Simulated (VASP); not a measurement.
MgF2 (Sellaite):

```
Mg F
1.0
     4.62202    0.00000    0.00000
     0.00000    4.62202    0.00000
     0.00000    0.00000    3.04611
Mg F
2 4
Direct
  0.00000 0.00000 0.00000
  0.50000 0.50000 0.50000
  0.30295 0.30295 0.00000
  0.19705 0.80295 0.50000
  0.69705 0.69705 0.00000
  0.80295 0.19705 0.50000
```

Base run:

* Program: VASP 6.6.1
* Functional: PBE
* Potentials or basis: VASP PAW PBE potentials, release 64 (Mg, F)
* Cutoff: 600 eV
* k mesh: 6 × 6 × 8
* Occupations: gaussian, width 0.01 eV
* Spin: no spin polarisation

Its results: band gap on the k mesh 7.12 eV, direct; pressure 3.9 GPa; largest force 0.026 eV/Å.

Question: After a change of settings the same cell gave: band gap on the k mesh 6.95 eV, direct; pressure 0.3 GPa; largest force 0.012 eV/Å. Which change was it?
A. functional from PBE to PBEsol; k mesh from 6 × 6 × 8 to 4 × 4 × 4
B. k mesh from 6 × 6 × 8 to 4 × 4 × 6
C. functional from PBE to r2SCAN; cutoff from 600 eV to 660 eV; k mesh from 6 × 6 × 8 to 4 × 4 × 6

Answer: A.

Caveats: some runs use coarse meshes; the PAW data sets were made with another functional, which shifts forces and pressure a little (some runs).
